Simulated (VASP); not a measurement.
# CsLa5 in VASP: notebook

CsLa5 is run at these levels: PBE; tasks: single point.

All numbers are computed with VASP 6.6.1; they aren't measurements. Logs are shortened: lines on timing, memory, paths and dates and some standing lists are left out, and cuts for length are marked.

### Step 1. The cell of the first run

It takes space group P4/mmm (No. 123, tetragonal). The conventional cell has a = 5.163 Å, b = 5.163 Å, c = 11.873 Å, α = 90.00°, β = 90.00°, γ = 90.00°. La (site symmetry 2mm) has 7 La at 3.25 to 3.96 Å within 4.3 Å. Within 4.3 Å of La (site symmetry 4/mmm) lie 8 La at 3.25 Å.

### Step 2. Single point, PBE

Contents of INCAR:

```
PREC = Accurate ; ENCUT = 520
EDIFF = 1E-6 ; ISMEAR = 0
SIGMA = 0.1 ; LREAL = False
LASPH = True ; NELM = 100
ALGO = Normal ; ISIF = 2
LWAVE = False ; LCHARG = False
GGA = PE ; NBANDS = 41
```

Contents of KPOINTS:

```
regular mesh
0
Gamma
  8 8 4
```

Contents of POSCAR:

```
CsLa5
1.0
    5.1625908919      0.0000000000      0.0000000000
    0.0000000000      5.1625908919      0.0000000000
    0.0000000000      0.0000000000     11.8728816786
Cs La
1 5
Direct
    0.5000000000      0.5000000000      0.5000000000
    0.5000000000      0.0000000000      0.8333359413
    0.0000000000      0.5000000000      0.1666640587
    0.5000000000      0.0000000000      0.1666640587
    0.0000000000      0.5000000000      0.8333359413
    0.0000000000      0.0000000000      0.0000000000
```

Potentials or basis: VASP PAW PBE potentials, release 64 (Cs_sv, La).

On the command line:

```console
$ cat potpaw_PBE.64/Cs_sv/POTCAR potpaw_PBE.64/La/POTCAR > POTCAR
$ mpirun -np 1 vasp_std > vasp.out
```

OUTCAR:

```text
PREC = Accurate
   ENCUT = 520
   EDIFF = 1E-6
   ISMEAR = 0
   LREAL = False
   LASPH = True
   NELM = 100
   ISIF = 2
   GGA = PE

 ion  position               nearest neighbor table
   1  0.500  0.500  0.500-
   2  0.500  0.000  0.833-   6 3.25   6 3.25   5 3.65   5 3.65   5 3.65   5 3.65
   3  0.000  0.500  0.167-   6 3.25   6 3.25   4 3.65   4 3.65   4 3.65   4 3.65
   4  0.500  0.000  0.167-   6 3.25   6 3.25   3 3.65   3 3.65   3 3.65   3 3.65
   5  0.000  0.500  0.833-   6 3.25   6 3.25   2 3.65   2 3.65   2 3.65   2 3.65
   6  0.000  0.000  0.000-   2 3.25   3 3.25   4 3.25   5 3.25   3 3.25   5 3.25   2 3.25   4 3.25

  LATTYP: Found a simple tetragonal cell.
 ALAT       =     5.1625908919
 C/A-ratio  =     2.2997913116

  Lattice vectors:

 A1 = (   5.1625908919,   0.0000000000,   0.0000000000)
 A2 = (   0.0000000000,   5.1625908919,   0.0000000000)
 A3 = (   0.0000000000,   0.0000000000,  11.8728816786)

Analysis of symmetry for initial positions (statically):
=====================================================================
 Subroutine PRICEL returns:
 Original cell was already a primitive cell.

 Routine SETGRP: Setting up the symmetry group for a
 simple tetragonal supercell.

 Subroutine GETGRP returns: Found 16 space group operations
 (whereof 16 operations were pure point group operations)
 out of a pool of 16 trial point group operations.

The static configuration has the point symmetry D_4h.

Analysis of symmetry for dynamics (positions and initial velocities):
=====================================================================
 Subroutine PRICEL returns:
 Original cell was already a primitive cell.

 Routine SETGRP: Setting up the symmetry group for a
 simple tetragonal supercell.

 Subroutine GETGRP returns: Found 16 space group operations
 (whereof 16 operations were pure point group operations)
 out of a pool of 16 trial point group operations.

The dynamic configuration has the point symmetry D_4h.

 Subroutine INISYM returns: Found 16 space group operations
 (whereof 16 operations are pure point group operations),
 and found     1 'primitive' translations

----------------------------------------------------------------------------------------

                                     Primitive cell

  volume of cell :     316.4401

  direct lattice vectors                    reciprocal lattice vectors
     5.162590892  0.000000000  0.000000000     0.193701190  0.000000000  0.000000000
     0.000000000  5.162590892  0.000000000     0.000000000  0.193701190  0.000000000
     0.000000000  0.000000000 11.872881679     0.000000000  0.000000000  0.084225551

  length of vectors
     5.162590892  5.162590892 11.872881679     0.193701190  0.193701190  0.084225551

  position of ions in fractional coordinates (direct lattice)
     0.500000000  0.500000000  0.500000000
     0.500000000  0.000000000  0.833335941
     0.000000000  0.500000000  0.166664059
     0.500000000  0.000000000  0.166664059
     0.000000000  0.500000000  0.833335941
     0.000000000  0.000000000  0.000000000

  ion indices of the primitive-cell ions
   primitive index   ion index
                 1           1
                 2           2
                 3           3
                 4           4
                 5           5
                 6           6

----------------------------------------------------------------------------------------

 KPOINTS: regular mesh

Automatic generation of k-mesh.
 Grid dimensions read from file:
 generate k-points for:    8    8    4

 Generating k-lattice:

  Cartesian coordinates                     Fractional coordinates (reciprocal lattice)
     0.024212649  0.000000000  0.000000000     0.125000000  0.000000000  0.000000000
     0.000000000  0.024212649  0.000000000     0.000000000  0.125000000  0.000000000
     0.000000000  0.000000000  0.021056388     0.000000000  0.000000000  0.250000000

  Length of vectors
     0.024212649  0.024212649  0.021056388

  Shift w.r.t. Gamma in fractional coordinates (k-lattice)
     0.000000000  0.000000000  0.000000000

 Subroutine IBZKPT returns following result:
 ===========================================

 Found     45 irreducible k-points:

 Following reciprocal coordinates:
            Coordinates               Weight
  0.000000  0.000000  0.000000      1.000000
  0.125000  0.000000  0.000000      4.000000
  0.250000  0.000000  0.000000      4.000000
  0.375000  0.000000  0.000000      4.000000
  0.500000  0.000000  0.000000      2.000000
  0.125000  0.125000  0.000000      4.000000
[... 16 lines left out ...]
  0.375000  0.125000  0.250000     16.000000
  0.500000  0.125000  0.250000      8.000000
 [... further k-points ...]
   k-points           NKPTS =     45   k-points in BZ     NKDIM =     45   number of bands    NBANDS=     41
   number of dos      NEDOS =    301   number of ions     NIONS =      6
   total plane-waves  NPLWV = 144000
   dimension x,y,z NGX =    40 NGY =   40 NGZ =   90
   dimension x,y,z NGXF=    80 NGYF=   80 NGZF=  180
   ions per type =               1   5
   NGX,Y,Z   is equivalent  to a cutoff of  12.88, 12.88, 12.60 a.u.
   NGXF,Y,Z  is equivalent  to a cutoff of  25.76, 25.76, 25.20 a.u.
 SYSTEM =  unknown system
   PREC   = accura    normal or accurate (medium, high low for compatibility)
   ISTART =      0    job   : 0-new  1-cont  2-samecut
   ICHARG =      2    charge: 1-file 2-atom 10-const
   ISPIN  =      1    spin polarized calculation?
   LNONCOLLINEAR =      F non collinear calculations
   LSORBIT =      F    spin-orbit coupling
   LASPH  =      T    aspherical Exc in radial PAW
   ENCUT  =  520.0 eV  38.22 Ry    6.18 a.u.   9.60  9.60 22.08*2*pi/ulx,y,z
   NELM   =    100;   NELMIN=  2; NELMDL= -5     # of ELM steps
   EDIFF  = 0.1E-05   stopping-criterion for ELM
   LREAL  =      F    real-space projection
   EDIFFG = 0.1E-04   stopping-criterion for IOM
   NSW    =      0    number of steps for IOM
   IBRION =     -1    ionic relax: 0-MD 1-quasi-New 2-CG
   NFREE  =      0    steps in history (QN), initial steepest desc. (CG)
   ISIF   =      2    stress and relaxation
   ISYM   =      2    0-nonsym 1-usesym 2-fastsym
   POTIM  = 0.5000    time-step for ionic-motion
   TEBEG  =    0.0;   TEEND  =   0.0 temperature during run
   PSTRESS=    0.0 pullay stress
   NELECT =      64.0000    total number of electrons
   NUPDOWN=      -1.0000    fix difference up-down
   EMIN   =  10.00;   EMAX   =-10.00  energy-range for DOS
   EFERMI =   0.00;   METHOD = LEGACY
   ISMEAR =     0;   SIGMA  =   0.10  broadening in eV -4-tet -1-fermi 0-gaus
   EFERMI_NEDOS =   21; number of points for ismear=-14 and -15
   IALGO  =     38    algorithm
   IMIX   =      4    mixing-type and parameters
     AMIX     =   0.40;   BMIX     =  1.00
     AMIX_MAG =   1.60;   BMIX_MAG =  1.00
  volume/ion in A,a.u.               =      52.74       355.91
  Fermi-wavevector in a.u.,A,eV,Ry     =   0.960958  1.815947 12.564162  0.923440
  Thomas-Fermi vector in A             =   2.090288
   LORBIT       =      0    0 simple, 1 ext, 2 COOP (PROOUT), +10 PAW based schemes
   GGA     = PE    functional components
   LHFCALC =     F    Hartree Fock is set to
   AEXX    =    0.0000 exact exchange contribution
   IVDW    =     0    specifies the selected vdW correction
   LEPSILON=     F    determine dielectric tensor
   LRPA    =     F    only Hartree local field effects (RPA)
 non-spin polarized calculation
 Gauss-broadening in eV      SIGMA  =   0.10
  energy-cutoff  :      520.00
  volume of cell :      316.44
 maximum number of plane-waves:      8584
 NGX is ok and might be reduce to    40
   NGX = 19   NGY = 19   NGZ = 45

 number of electron      64.0000006 magnetization

 Free energy of the ion-electron system (eV)
  ---------------------------------------------------
  ext. energy  EPLUGINS =         0.00000000
  ---------------------------------------------------
  free energy    TOTEN  =       -21.56332609 eV

  energy without entropy =      -21.48601601  energy(sigma->0) =      -21.52467105

 E-fermi :   4.4116     XC(G=0):  -7.7933

 val. band max:        4.4103259197   @ k =   0.3750   0.2500   0.5000
 cond. band min:       4.4136594576   @ k =   0.5000   0.0000   0.5000
 fundamental gap:      0.0033335379
 Fermi energy:         4.4116012455

 k-point     1 :       0.0000    0.0000    0.0000
  band No.  band energies     occupation
      1     -28.7200      2.00000
      2     -28.6322      2.00000
      3     -28.4730      2.00000
      4     -28.4559      2.00000
      5     -27.5789      2.00000
      6     -18.7365      2.00000
[... 33 lines left out ...]
     40       5.7787      0.00000
     41       5.9223      0.00000

 k-point     2 :       0.1250    0.0000    0.0000
  band No.  band energies     occupation
      1     -28.7091      2.00000
      2     -28.6254      2.00000
      3     -28.4799      2.00000
      4     -28.4625      2.00000
      5     -27.5843      2.00000
      6     -18.7358      2.00000
[... 33 lines left out ...]
     40       5.8189      0.00000
     41       5.8881      0.00000

 k-point     3 :       0.2500    0.0000    0.0000
  band No.  band energies     occupation
      1     -28.6787      2.00000
      2     -28.6062      2.00000
      3     -28.5006      2.00000
      4     -28.4815      2.00000
      5     -27.5974      2.00000
      6     -18.7342      2.00000
[... 33 lines left out ...]
     40       5.6057      0.00000
     41       5.7239      0.00000

 k-point     4 :       0.3750    0.0000    0.0000
  band No.  band energies     occupation
      1     -28.6360      2.00000
      2     -28.5774      2.00000
      3     -28.5335      2.00000
      4     -28.5099      2.00000
      5     -27.6106      2.00000
      6     -18.7326      2.00000
[... 825 lines left out ...]
     40       5.6054      0.00000
     41       5.8232      0.00000

 k-point    23 :       0.3750    0.1250    0.2500
  band No.  band energies     occupation
      1     -28.6290      2.00000
      2     -28.5746      2.00000
      3     -28.5348      2.00000
      4     -28.5122      2.00000
      5     -27.6173      2.00000
      6     -18.7319      2.00000
[... 33 lines left out ...]
     40       5.3970      0.00000
     41       5.7026      0.00000

 k-point    24 :       0.5000    0.1250    0.2500
  band No.  band energies     occupation
      1     -28.5970      2.00000
      2     -28.5624      2.00000
      3     -28.5439      2.00000
      4     -28.5427      2.00000
      5     -27.6231      2.00000
      6     -18.7313      2.00000
[... 33 lines left out ...]
     40       5.4721      0.00000
     41       5.4964      0.00000

 [... further k-points ...]
[... 5 lines left out ...]
  --------------------------------------------------------------------------------------
  -------------------------------------------------------------------------------------
  Total        0.0835633      0.0835633      0.1156502      0.0000000     -0.0000000      0.0000000
  in kB        0.4230917      0.4230917      0.5855518      0.0000000     -0.0000000      0.0000000
  external PRESSURE =       0.4772451 kB  Pullay stress =       0.0000000 kB

 VOLUME and BASIS-vectors are now :
 -----------------------------------------------------------------------------
  energy-cutoff  :      520.00
  volume of cell :      316.44
      direct lattice vectors                 reciprocal lattice vectors
     5.162590892  0.000000000  0.000000000     0.193701190  0.000000000  0.000000000
     0.000000000  5.162590892  0.000000000     0.000000000  0.193701190  0.000000000
     0.000000000  0.000000000 11.872881679     0.000000000  0.000000000  0.084225551

 POSITION                                       TOTAL-FORCE (eV/Angst)
 -----------------------------------------------------------------------------------
      2.58130      2.58130      5.93644        -0.000000      0.000000      0.000000
      2.58130      0.00000      9.89410        -0.000000      0.000000     -0.012983
      0.00000      2.58130      1.97878         0.000000      0.000000      0.012983
      2.58130      0.00000      1.97878        -0.000000      0.000000      0.012983
      0.00000      2.58130      9.89410         0.000000      0.000000     -0.012983
      0.00000      0.00000      0.00000        -0.000000      0.000000      0.000000
 -----------------------------------------------------------------------------------
    total drift:                                0.000000      0.000000      0.000000

  FREE ENERGIE OF THE ION-ELECTRON SYSTEM (eV)
  ---------------------------------------------------
  free  energy   TOTEN  =       -21.5633260882 eV

  energy  without entropy=      -21.4860160114  energy(sigma->0) =      -21.52467105
```

Wall time 12 min (1 thread of AMD EPYC 9R45 (Zen 5), shared host); peak memory 0.7 GiB.

Results:

```yaml
Free_energy: -21.5633 eV
Pressure: 0.0 GPa
Largest_force: 0.013 eV/Å
Band_gap_on_the_k_mesh: zero (band 32 reaches 4.64 eV, above the bottom of band 33 at 4.08 eV)
```

Forces in eV/Å, atoms in the order of the input:
```
Cs   0.000  0.000  0.000
La   0.000  0.000 -0.013
La   0.000  0.000  0.013
La   0.000  0.000  0.013
La   0.000  0.000 -0.013
La   0.000  0.000  0.000
```

Caveat: spin-orbit coupling is left out, which moves the levels of the heavy elements.

### Step 3. Single point, PBE

This run uses another cell than the first one, of 52.32 Å³/atom, 0.992 times its volume.

Contents of INCAR:

```
SYSTEM = CsLa5
PREC = Accurate
ENCUT = 520
EDIFF = 1E-6
ISMEAR = 0
SIGMA = 0.1
LREAL = .False.
LASPH = .True.
NELM = 100
ALGO = Normal
ISIF = 2
LWAVE = .False.
LCHARG = .False.
GGA = PE
NBANDS = 41
```

Contents of KPOINTS:

```
regular mesh
0
Gamma
  4 4 2
  0 0 0
```

Contents of POSCAR:

```
CsLa5
1.0
    3.6317680755     -3.6372305209      0.0000000000
    3.6317680755      3.6372305209      0.0000000000
    0.0000000000      0.0000000000     11.8828484991
Cs La
1 5
Direct
    0.5000000000      0.5000000000      0.5000000000
    0.5000000000      0.0000000000      0.8278114277
    0.0000000000      0.5000000000      0.1721885723
    0.5000000000      0.0000000000      0.1721885723
    0.0000000000      0.5000000000      0.8278114277
    0.0000000000      0.0000000000      0.0000000000
```

Potentials or basis: VASP PAW PBE potentials, release 64 (Cs_sv, La).

On the command line:

```console
$ cat potpaw_PBE.64/Cs_sv/POTCAR potpaw_PBE.64/La/POTCAR > POTCAR
$ mpirun -np 1 vasp_std > vasp.out
```

It took 3.8 min on 1 thread of AMD EPYC 9R45 (Zen 5), shared host; peak memory 0.43 GiB.

The run converged. Its results:

- Free energy: -21.5886 eV
- Pressure: 0.0 GPa
- Largest force: 0.017 eV/Å
- Band gap on the k mesh: zero (band 32 reaches 4.62 eV, above the bottom of band 33 at 4.14 eV)

Forces in eV/Å, atoms in the order of the input:
```
Cs   0.000  0.000  0.000
La   0.000  0.000  0.017
La   0.000  0.000 -0.017
La   0.000  0.000 -0.017
La   0.000  0.000  0.017
La   0.000  0.000  0.000
```

Levels at points of the mesh, in eV from the Fermi level:
| k point | band 30 | band 31 | band 32 | band 33 | band 34 | band 35 |
| --- | --- | --- | --- | --- | --- | --- |
| (0.00, 0.00, 0.00) | -0.72 | -0.57 | -0.31 | -0.15 | -0.14 | -0.14 |
| (0.50, 0.00, 0.00) | -0.21 | -0.07 | -0.02 | 0.10 | 0.12 | 0.51 |
| (0.50, 0.50, 0.00) | -0.28 | 0.14 | 0.21 | 0.38 | 0.39 | 0.62 |
| (0.00, 0.00, 0.50) | -0.57 | -0.57 | -0.36 | -0.27 | -0.11 | -0.11 |
| (0.50, 0.00, 0.50) | -0.24 | -0.08 | -0.02 | 0.12 | 0.21 | 0.59 |
| (0.50, 0.50, 0.50) | -0.30 | -0.21 | -0.13 | 0.26 | 0.27 | 0.63 |

Caveat: spin-orbit coupling is left out, which moves the levels of the heavy elements.
